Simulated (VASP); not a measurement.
## Te: relaxation of cell and atoms with PBE

Te:

```
Te
1.0
     5.97635    0.00000    0.00000
    -2.98818    5.17567    0.00000
     0.00000    0.00000    8.06421
Te
6
Cartesian
  -0.9960 1.7252 5.3761
  -1.9921 3.4505 5.3761
  1.9921 0.0000 0.0000
  0.9960 1.7252 2.6881
  3.9843 0.0000 0.0000
  1.9921 3.4505 2.6881
```

| Quantity | Value |
| --- | --- |
| Program | VASP 6.6.1 |
| Task | relaxation of cell and atoms |
| Functional | PBE |
| Potentials or basis | VASP PAW PBE potentials, release 64 (Te) |
| Cutoff | 600 eV |
| k mesh | 3 × 3 × 2 |
| Occupations | gaussian, width 0.1 eV |
| Spin | no spin polarisation |
| Dipole correction | no |
| Further INCAR settings | ALGO = Normal; EDIFF = 1e-07; IBRION = 2; EDIFFG = -0.04; NSW = 90; ISIF = 3 |

```json
{"Relaxed volume": "46.80 Å³/atom", "Relaxed cell": "a = 6.911 Å, b = 6.911 Å, c = 6.788 Å, α = 90.00°, β = 90.00°, γ = 120.00°", "Space group after relaxing (to 0.05 Å)": "P6_222 (No. 180)", "Energy gained by relaxing": "3186.5 meV/atom", "Ionic steps": "34", "Pressure after relaxing": "0.0 GPa", "Largest force after relaxing": "0.004 eV/Å", "Band gap on the k mesh": "0.89 eV, direct"}
```

Forces in eV/Å, atoms in the order of the input:
```
Te  -0.002  0.003  0.000
Te   0.002 -0.003  0.000
Te   0.004  0.000  0.000
Te   0.002  0.003  0.000
Te  -0.004  0.000  0.000
Te  -0.002 -0.003  0.000
```

The path:
```
step  energy change (eV)  largest force (eV/Å)  pressure (GPa)  volume (Å³)
   1              0.0000               29.5207           38.13       249.44
   2             10.1304               36.6995           18.55       734.09
   3            -16.9781                0.7504            0.68       406.86
   4            -17.0040                0.6749            0.54       403.34
   5            -17.2479                0.0965           -1.26       348.17
   6            -17.6375                0.0707           -2.41       296.76
   7            -18.0826                0.4592           -2.24       272.59
   8            -18.3583                0.6086           -1.71       260.88
   9            -18.4940                0.6433           -1.24       255.13
  10            -18.5578                0.6478           -0.96       252.28
  11            -18.5881                0.6421           -0.80       250.86
  12            -18.6026                0.6362           -0.71       250.15
  13            -18.6097                0.6322           -0.67       249.79
  14            -18.6132                0.6301           -0.64       249.62
  15            -18.6149                0.6289           -0.63       249.53
  16            -18.6158                0.6283           -0.63       249.48
  17            -18.6162                0.6280           -0.63       249.46
  18            -18.6164                0.6278           -0.63       249.45
  19            -18.6165                0.6277           -0.63       249.44
  20            -18.7071                0.4903            0.14       244.78
  21            -18.7421                0.2163            1.18       240.04
  22            -18.8001                0.0407            0.84       245.24
  23            -18.8235                0.2462            0.65       252.73
  24            -18.8780                0.1340           -0.66       263.86
  25            -18.8782                0.1522           -0.72       264.46
  26            -18.9372                0.1839           -0.40       263.37
  27            -18.9941                0.2211            0.25       261.10
  28            -18.9423                0.2507            1.96       254.46
  29            -19.0053                0.2257            0.85       258.95
  30            -19.0384                0.2480            0.59       263.11
  31            -19.0881                0.2979           -0.11       274.90
  32            -19.1121                0.0956            0.18       276.02
  33            -19.1150                0.0124            0.33       276.54
  34            -19.1191                0.0039            0.00       280.78
```

Final structure:
```cif
data_structure
_symmetry_space_group_name_H-M 'P 1'
_symmetry_Int_Tables_number 1
_cell_length_a 6.9112
_cell_length_b 6.9112
_cell_length_c 6.7876
_cell_angle_alpha 90.000
_cell_angle_beta 90.000
_cell_angle_gamma 120.000
_cell_volume 280.78
loop_
_atom_site_label
_atom_site_type_symbol
_atom_site_fract_x
_atom_site_fract_y
_atom_site_fract_z
_atom_site_occupancy
Te1 Te 0.00000 0.30466 0.66667 1
Te2 Te 0.00000 0.69534 0.66667 1
Te3 Te 0.30466 0.00000 0.00000 1
Te4 Te 0.30466 0.30466 0.33333 1
Te5 Te 0.69534 0.00000 0.00000 1
Te6 Te 0.69534 0.69534 0.33333 1
```

Levels at points of the mesh, in eV from the valence-band top:
```tsv
k point	band 16	band 17	band 18	band 19	band 20	band 21
(0.00, 0.00, 0.00)	-0.73	-0.64	-0.64	0.94	0.94	2.61
(0.00, 0.00, 0.50)	-0.34	-0.34	-0.19	0.93	0.93	2.35
```

Run time: 22 min on 1 thread of AMD EPYC 9R45 (Zen 5) (shared host), peak memory 0.36 GiB.

Caveat: spin-orbit coupling is left out, which moves the levels of the heavy elements. A k mesh can miss the band edges.
